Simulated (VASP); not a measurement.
# Yb (Im-3m) in VASP: a series of runs

The runs below take Yb through single point, relaxation of cell and atoms, with PBE.

Program: VASP 6.6.1. These are calculated values, not measurements. Logs are shortened: lines on timing, memory, paths and dates and some standing lists are left out, and cuts for length are marked.

## (1) The cell of the first run

Symmetry: Im-3m, No. 229, cubic system. The conventional cell has a = 4.105 Å, b = 4.105 Å, c = 4.105 Å, α = 90.00°, β = 90.00°, γ = 90.00°. Yb (site symmetry m-3m) has 14 Yb at 3.55 to 4.10 Å within 4.7 Å.

This isn't the form of Yb at room conditions, which is fcc.

## (2) Single point, PBE

The input, INCAR:

```
SYSTEM = Yb
ALGO = Normal ; EDIFF = 1E-6
ENCUT = 520 ; GGA = PE
ISIF = 2 ; ISMEAR = -1
LASPH = .True. ; LCHARG = .True.
LELF = .True. ; LREAL = .False.
LVHAR = .True. ; LWAVE = .False.
NBANDS = 18 ; NELM = 100
PREC = Accurate ; SIGMA = 0.05
```

The input, KPOINTS:

```
k-points
0
Gamma
  15 15 15
  0 0 0
```

The input, POSCAR:

```
Yb
1.0
   -2.0523223936      2.0523223936      2.0523223936
    2.0523223936     -2.0523223936      2.0523223936
    2.0523223936      2.0523223936     -2.0523223936
Yb
1
Direct
    0.0000000000      0.0000000000      0.0000000000
```

Potentials or basis: VASP PAW PBE potentials, release 64 (Yb).

The run is started by

```bash
cat potpaw_PBE.64/Yb/POTCAR > POTCAR
mpirun -np 1 vasp_std > vasp.out
```

OUTCAR:

```text
SYSTEM = Yb
   EDIFF = 1E-6
   ENCUT = 520
   GGA = PE
   ISIF = 2
   ISMEAR = -1
   LASPH = .True.
   LREAL = .False.
   NELM = 100
   PREC = Accurate

 ion  position               nearest neighbor table
   1  0.000  0.000  0.000-

  LATTYP: Found a body centered cubic cell.
 ALAT       =     4.1046447872

  Lattice vectors:

 A1 = (  -2.0523223936,   2.0523223936,   2.0523223936)
 A2 = (   2.0523223936,  -2.0523223936,   2.0523223936)
 A3 = (   2.0523223936,   2.0523223936,  -2.0523223936)

Analysis of symmetry for initial positions (statically):
=====================================================================
 Subroutine PRICEL returns:
 Original cell was already a primitive cell.

 Routine SETGRP: Setting up the symmetry group for a
 body centered cubic supercell.

 Subroutine GETGRP returns: Found 48 space group operations
 (whereof 48 operations were pure point group operations)
 out of a pool of 48 trial point group operations.

The static configuration has the point symmetry O_h .

Analysis of symmetry for dynamics (positions and initial velocities):
=====================================================================
 Subroutine PRICEL returns:
 Original cell was already a primitive cell.

 Routine SETGRP: Setting up the symmetry group for a
 body centered cubic supercell.

 Subroutine GETGRP returns: Found 48 space group operations
 (whereof 48 operations were pure point group operations)
 out of a pool of 48 trial point group operations.

The dynamic configuration has the point symmetry O_h .

 Subroutine INISYM returns: Found 48 space group operations
 (whereof 48 operations are pure point group operations),
 and found     1 'primitive' translations

----------------------------------------------------------------------------------------

                                     Primitive cell

  volume of cell :      34.5778

  direct lattice vectors                    reciprocal lattice vectors
    -2.052322394  2.052322394  2.052322394     0.000000000  0.243626441  0.243626441
     2.052322394 -2.052322394  2.052322394     0.243626441  0.000000000  0.243626441
     2.052322394  2.052322394 -2.052322394     0.243626441  0.243626441  0.000000000

  length of vectors
     3.554726659  3.554726659  3.554726659     0.344539817  0.344539817  0.344539817

  position of ions in fractional coordinates (direct lattice)
     0.000000000  0.000000000  0.000000000

  ion indices of the primitive-cell ions
   primitive index   ion index
                 1           1

----------------------------------------------------------------------------------------

 KPOINTS: k-points

Automatic generation of k-mesh.
 Grid dimensions read from file:
 generate k-points for:   15   15   15

 Generating k-lattice:

  Cartesian coordinates                     Fractional coordinates (reciprocal lattice)
     0.000000000  0.016241763  0.016241763     0.066666667  0.000000000  0.000000000
     0.016241763  0.000000000  0.016241763     0.000000000  0.066666667  0.000000000
     0.016241763  0.016241763  0.000000000     0.000000000  0.000000000  0.066666667

  Length of vectors
     0.022969321  0.022969321  0.022969321

  Shift w.r.t. Gamma in fractional coordinates (k-lattice)
     0.000000000  0.000000000  0.000000000

 Subroutine IBZKPT returns following result:
 ===========================================

 Found    120 irreducible k-points:

 Following reciprocal coordinates:
            Coordinates               Weight
  0.000000  0.000000  0.000000      1.000000
  0.066667  0.000000  0.000000     12.000000
  0.133333  0.000000  0.000000     12.000000
  0.200000  0.000000  0.000000     12.000000
  0.266667  0.000000  0.000000     12.000000
  0.333333  0.000000  0.000000     12.000000
[... 16 lines left out ...]
  0.333333  0.200000 -0.000000     48.000000
  0.400000  0.200000 -0.000000     24.000000
 [... further k-points ...]
   k-points           NKPTS =    120   k-points in BZ     NKDIM =    120   number of bands    NBANDS=     18
   number of dos      NEDOS =    301   number of ions     NIONS =      1
   total plane-waves  NPLWV =  21952
   dimension x,y,z NGX =    28 NGY =   28 NGZ =   28
   dimension x,y,z NGXF=    56 NGYF=   56 NGZF=   56
   ions per type =               1
   NGX,Y,Z   is equivalent  to a cutoff of  13.09, 13.09, 13.09 a.u.
   NGXF,Y,Z  is equivalent  to a cutoff of  26.19, 26.19, 26.19 a.u.
 SYSTEM =  Yb
   PREC   = accura    normal or accurate (medium, high low for compatibility)
   ISTART =      0    job   : 0-new  1-cont  2-samecut
   ICHARG =      2    charge: 1-file 2-atom 10-const
   ISPIN  =      1    spin polarized calculation?
   LNONCOLLINEAR =      F non collinear calculations
   LSORBIT =      F    spin-orbit coupling
   LASPH  =      T    aspherical Exc in radial PAW
   ENCUT  =  520.0 eV  38.22 Ry    6.18 a.u.   6.61  6.61  6.61*2*pi/ulx,y,z
   NELM   =    100;   NELMIN=  2; NELMDL= -5     # of ELM steps
   EDIFF  = 0.1E-05   stopping-criterion for ELM
   LREAL  =      F    real-space projection
   EDIFFG = 0.1E-04   stopping-criterion for IOM
   NSW    =      0    number of steps for IOM
   IBRION =     -1    ionic relax: 0-MD 1-quasi-New 2-CG
   NFREE  =      0    steps in history (QN), initial steepest desc. (CG)
   ISIF   =      2    stress and relaxation
   ISYM   =      2    0-nonsym 1-usesym 2-fastsym
   POTIM  = 0.5000    time-step for ionic-motion
   TEBEG  =    0.0;   TEEND  =   0.0 temperature during run
   PSTRESS=    0.0 pullay stress
   NELECT =      24.0000    total number of electrons
   NUPDOWN=      -1.0000    fix difference up-down
   EMIN   =  10.00;   EMAX   =-10.00  energy-range for DOS
   EFERMI =   0.00;   METHOD = LEGACY
   ISMEAR =    -1;   SIGMA  =   0.05  broadening in eV -4-tet -1-fermi 0-gaus
   EFERMI_NEDOS =   21; number of points for ismear=-14 and -15
   IALGO  =     38    algorithm
   IMIX   =      4    mixing-type and parameters
     AMIX     =   0.40;   BMIX     =  1.00
     AMIX_MAG =   1.60;   BMIX_MAG =  1.00
  volume/ion in A,a.u.               =      34.58       233.34
  Fermi-wavevector in a.u.,A,eV,Ry     =   1.449483  2.739125 28.585837  2.101000
  Thomas-Fermi vector in A             =   2.567204
   LORBIT       =      0    0 simple, 1 ext, 2 COOP (PROOUT), +10 PAW based schemes
   GGA     = PE    functional components
   LHFCALC =     F    Hartree Fock is set to
   AEXX    =    0.0000 exact exchange contribution
   IVDW    =     0    specifies the selected vdW correction
   LEPSILON=     F    determine dielectric tensor
   LRPA    =     F    only Hartree local field effects (RPA)
 non-spin polarized calculation
  energy-cutoff  :      520.00
  volume of cell :       34.58
 maximum number of plane-waves:       959
   NGX = 13   NGY = 13   NGZ = 13

 number of electron      23.9999998 magnetization

 Free energy of the ion-electron system (eV)
  ---------------------------------------------------
  ext. energy  EPLUGINS =         0.00000000
  ---------------------------------------------------
  free energy    TOTEN  =        -3.58341435 eV

  energy without entropy =       -3.57045300  energy(sigma->0) =       -3.57693367

 E-fermi :   1.6724     XC(G=0):  -9.6122

 val. band max:        1.6669842468   @ k =  -0.3333  -0.4000   0.0667
 cond. band min:       1.6761158582   @ k =  -0.4000  -0.4667   0.2667
 fundamental gap:      0.0091316114
 Fermi energy:         1.6724252662

 k-point     1 :       0.0000    0.0000    0.0000
  band No.  band energies     occupation
      1     -50.0108      2.00000
      2     -22.1665      2.00000
      3     -22.1665      2.00000
      4     -22.1665      2.00000
      5      -3.5348      2.00000
      6       1.2359      1.99968
[... 10 lines left out ...]
     17       6.6074      0.00000
     18      12.6752      0.00000

 k-point     2 :       0.0667    0.0000    0.0000
  band No.  band energies     occupation
      1     -50.0098      2.00000
      2     -22.1841      2.00000
      3     -22.1722      2.00000
      4     -22.1666      2.00000
      5      -3.4208      2.00000
      6       1.2363      1.99967
[... 10 lines left out ...]
     17       6.6057      0.00000
     18      12.8031      0.00000

 k-point     3 :       0.1333    0.0000    0.0000
  band No.  band energies     occupation
      1     -50.0072      2.00000
      2     -22.2335      2.00000
      3     -22.1880      2.00000
      4     -22.1667      2.00000
      5      -3.0875      2.00000
      6       1.2376      1.99967
[... 10 lines left out ...]
     17       6.6133      0.00000
     18      13.0692      0.00000

 k-point     4 :       0.2000    0.0000    0.0000
  band No.  band energies     occupation
      1     -50.0033      2.00000
      2     -22.3051      2.00000
      3     -22.2112      2.00000
      4     -22.1668      2.00000
      5      -2.5618      2.00000
      6       1.2403      1.99965
[... 10 lines left out ...]
     17       6.6590      0.00000
     18      13.0609      0.00000

 k-point     5 :       0.2667    0.0000    0.0000
  band No.  band energies     occupation
      1     -49.9987      2.00000
      2     -22.3857      2.00000
      3     -22.2377      2.00000
      4     -22.1670      2.00000
      5      -1.8925      2.00000
      6       1.2452      1.99961
[... 10 lines left out ...]
     17       6.7686      0.00000
     18      12.3971      0.00000

 k-point     6 :       0.3333    0.0000    0.0000
  band No.  band energies     occupation
      1     -49.9944      2.00000
      2     -22.4613      2.00000
      3     -22.2629      2.00000
      4     -22.1672      2.00000
      5      -1.1597      2.00000
      6       1.2445      1.99962
[... 307 lines left out ...]
 k-point    21 :       0.2000    0.2000    0.0000
  band No.  band energies     occupation
      1     -49.9934      2.00000
      2     -22.4481      2.00000
      3     -22.2723      2.00000
      4     -22.1969      2.00000
      5      -0.9155      2.00000
      6       1.2383      1.99966
[... 10 lines left out ...]
     17       7.5204      0.00000
     18      10.8282      0.00000

 k-point    22 :       0.2667    0.2000   -0.0000
  band No.  band energies     occupation
      1     -49.9902      2.00000
      2     -22.4818      2.00000
      3     -22.3078      2.00000
      4     -22.2021      2.00000
      5      -0.1897      2.00000
      6       1.2411      1.99964
[... 10 lines left out ...]
     17       8.2905      0.00000
     18       9.9901      0.00000

 k-point    23 :       0.3333    0.2000   -0.0000
  band No.  band energies     occupation
      1     -49.9881      2.00000
      2     -22.5012      2.00000
      3     -22.3362      2.00000
      4     -22.2045      2.00000
      5       0.4257      2.00000
      6       1.2447      1.99961
[... 10 lines left out ...]
     17       8.6891      0.00000
     18       9.6046      0.00000

 k-point    24 :       0.4000    0.2000   -0.0000
  band No.  band energies     occupation
      1     -49.9873      2.00000
      2     -22.5073      2.00000
      3     -22.3470      2.00000
      4     -22.2052      2.00000
      5       0.6819      2.00000
      6       1.2481      1.99959
[... 10 lines left out ...]
     17       8.4992      0.00000
     18       9.8161      0.00000

 [... further k-points ...]

------------------------ aborting loop because EDIFF is reached ----------------------------------------

  FORCE on cell =-STRESS in cart. coord.  units (eV):
  Direction    XX          YY          ZZ          XY          YZ          ZX
  --------------------------------------------------------------------------------------
  -------------------------------------------------------------------------------------
  Total       -0.0550758     -0.0550758     -0.0550758     -0.0000000     -0.0000000      0.0000000
  in kB       -2.5519653     -2.5519653     -2.5519653     -0.0000000     -0.0000000      0.0000000
  external PRESSURE =      -2.5519653 kB  Pullay stress =       0.0000000 kB

 VOLUME and BASIS-vectors are now :
 -----------------------------------------------------------------------------
  energy-cutoff  :      520.00
  volume of cell :       34.58
      direct lattice vectors                 reciprocal lattice vectors
    -2.052322394  2.052322394  2.052322394     0.000000000  0.243626441  0.243626441
     2.052322394 -2.052322394  2.052322394     0.243626441  0.000000000  0.243626441
     2.052322394  2.052322394 -2.052322394     0.243626441  0.243626441  0.000000000

 POSITION                                       TOTAL-FORCE (eV/Angst)
 -----------------------------------------------------------------------------------
      0.00000      0.00000      0.00000        -0.000000      0.000000      0.000000
 -----------------------------------------------------------------------------------
    total drift:                               -0.000000     -0.000000     -0.000000

  FREE ENERGIE OF THE ION-ELECTRON SYSTEM (eV)
  ---------------------------------------------------
  free  energy   TOTEN  =        -3.5834143466 eV

  energy  without entropy=       -3.5704530001  energy(sigma->0) =       -3.57693367
```

It took 2 min on 1 thread of Intel Xeon Platinum 8488C (Sapphire Rapids), shared host; peak memory 0.23 GiB.

Results:

```yaml
Free_energy: -3.5834 eV
Pressure: -0.3 GPa
Band_gap_on_the_k_mesh: zero (bands 12 and 13 overlap by 0.66 eV)
```

Caveat: spin-orbit coupling is left out, which moves the levels of the heavy elements.

## (3) Relaxation of cell and atoms, PBE

This run uses another cell than the first one, of 28.55 Å³/atom.

The input, INCAR:

```
PREC     = Accurate       # precision mode
ENCUT    = 600            # plane-wave cutoff, eV
EDIFF    = 1E-6           # SCF threshold, eV
ISMEAR   = -1             # smearing method
SIGMA    = 0.05           # smearing width, eV
LREAL    = F              # projectors in reciprocal space
LASPH    = T              # aspherical terms in the spheres
NELM     = 100            # most SCF steps
ALGO     = Normal         # electronic algorithm
ISIF     = 3              # what is computed and relaxed
LWAVE    = F              # write WAVECAR
LCHARG   = F              # write CHGCAR
GGA      = PE             # functional
IBRION   = 2              # ionic algorithm
NSW      = 100            # ionic steps
EDIFFG   = -0.005         # ionic threshold
```

The input, KPOINTS:

```
Automatic mesh
0
Gamma
  15 15 15
```

The input, POSCAR:

```
Yb
1.0
   -1.9254483803      1.9254483803      1.9254483803
    1.9254483803     -1.9254483803      1.9254483803
    1.9254483803      1.9254483803     -1.9254483803
Yb
1
Direct
    0.0000000000      0.0000000000      0.0000000000
```

Potentials or basis: VASP PAW PBE potentials, release 64 (Yb).

The run is started by

```bash
cat potpaw_PBE.64/Yb/POTCAR > POTCAR
mpirun -np 1 vasp_std > vasp.out
```

Run time: 42 min. Hardware: 1 thread of Intel Xeon Platinum 8488C (Sapphire Rapids), shared host; peak memory 0.27 GiB.

The run converged. Its results:

| Property | Result |
| --- | --- |
| Free energy | -3.5832 eV |
| Relaxed volume | 34.26 Å³/atom |
| Relaxed cell | a = 3.544 Å, b = 3.544 Å, c = 3.544 Å, α = 109.47°, β = 109.47°, γ = 109.47° |
| Space group after relaxing (to 0.1 Å) | Im-3m (No. 229) |
| Energy gained by relaxing | 84.1 meV/atom |
| Ionic steps | 52 |
| Pressure after relaxing | 0.0 GPa |
| Band gap on the k mesh | zero (bands 12 and 13 overlap by 0.66 eV) |

The path:
| step | energy change (eV) | largest force (eV/Å) | pressure (GPa) | volume (Å³) |
| --- | --- | --- | --- | --- |
| 1 | 0.0000 | 0.0000 | 5.45 | 28.55 |
| 3 | -0.0839 | 0.0000 | -0.68 | 34.48 |
| 5 | -0.0841 | 0.0000 | 6.69 | 34.05 |
| 7 | -0.0841 | 0.0000 | 0.42 | 34.20 |
| 9 | -0.0841 | 0.0000 | 1.90 | 34.26 |
| 11 | -0.0841 | 0.0000 | 0.07 | 34.36 |
| 13 | -0.0840 | 0.0000 | 0.09 | 34.37 |
| 15 | -0.0839 | 0.0000 | 0.16 | 34.49 |
| 17 | -0.0839 | 0.0000 | -0.26 | 34.53 |
| 19 | -0.0839 | 0.0000 | -0.43 | 34.51 |
| 21 | -0.0839 | 0.0000 | -0.27 | 34.49 |
| 23 | -0.0840 | 0.0000 | 6.67 | 34.46 |
| 25 | -0.0839 | 0.0000 | 1.12 | 34.50 |
| 27 | -0.0838 | 0.0000 | 0.30 | 34.55 |
| 29 | -0.0838 | 0.0000 | -0.35 | 34.60 |
| 31 | -0.0838 | 0.0000 | -0.27 | 34.59 |
| 33 | -0.0838 | 0.0000 | -0.32 | 34.57 |
| 35 | -0.0838 | 0.0000 | 0.75 | 34.59 |
| 37 | -0.0835 | 0.0000 | -0.05 | 34.73 |
| 39 | -0.0836 | 0.0000 | -0.61 | 34.68 |
| 41 | -0.0837 | 0.0000 | -0.38 | 34.64 |
| 43 | -0.0837 | 0.0000 | 0.27 | 34.64 |
| 45 | -0.0837 | 0.0000 | -0.55 | 34.62 |
| 47 | -0.0839 | 0.0000 | -0.35 | 34.47 |
| 49 | -0.0840 | 0.0000 | 2.22 | 33.89 |
| 51 | -0.0841 | 0.0000 | 0.76 | 34.23 |
| 52 | -0.0841 | 0.0000 | 0.00 | 34.26 |

Final structure:
```
CELL_PARAMETERS angstrom
-2.04609 2.04609 2.04609
2.04609 -2.04609 2.04609
2.04609 2.04609 -2.04609
ATOMIC_POSITIONS crystal
Yb 0.00000 0.00000 0.00000
```

Levels at points of the mesh, in eV from the Fermi level:
```
           k point  band 10  band 11  band 12  band 13  band 14  band 15
(0.00, 0.00, 0.00)    -0.30    -0.30    -0.27     2.98     2.98     2.98
```

Caveat: the volume moved by over 15 % at a fixed basis, so the end points are rough; spin-orbit coupling is left out, which moves the levels of the heavy elements.
